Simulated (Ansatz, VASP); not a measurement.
# Sb: VASP beside Ansatz

```
Sb
1.0
     3.09680    0.00000    0.00000
     0.00000    3.16000    0.00000
     0.00000    0.00000    3.16000
Sb
1
Direct
  0.00000 0.00000 0.00000
```

Change from the starting cell: strain -0.0200 x Voigt [1, 0, 0, 0, 0, 0], atoms carried along.

Alike in both runs: task single point; functional r2SCAN; k mesh 16 × 16 × 16; occupations gaussian, width 0.15 eV; no spin polarisation.

|  | VASP | Ansatz |
| --- | --- | --- |
| version | VASP 6.6.1 | Ansatz 0.2.0 |
| potentials or method | VASP PAW PBE potentials, release 64 (Sb), cutoff 520 eV | scalar-relativistic, plane waves, PAW |
| valence electrons in the cell | 5 | 15 |

|  | VASP | Ansatz | Ansatz less VASP |
| --- | --- | --- | --- |
| gap on the k mesh at the Fermi level (eV) | none | none | - |
| pressure (GPa) | -2.8 | -2.8 | +0.01 |
| traceless stress, the component that is largest in VASP (GPa) | 1.22 | 1.22 | -0.007 |

VASP's potentials were made for PBE, not for r2SCAN. A gap of «none» marks a metal or a gap that the smearing closes. With one functional, cell and mesh, what is left measures potentials, basis and numerics. VASP's potentials hold 5 valence electrons a cell and Ansatz's 15, so a difference there can come from the potentials and not from the codes.

Spin-orbit coupling is off throughout.
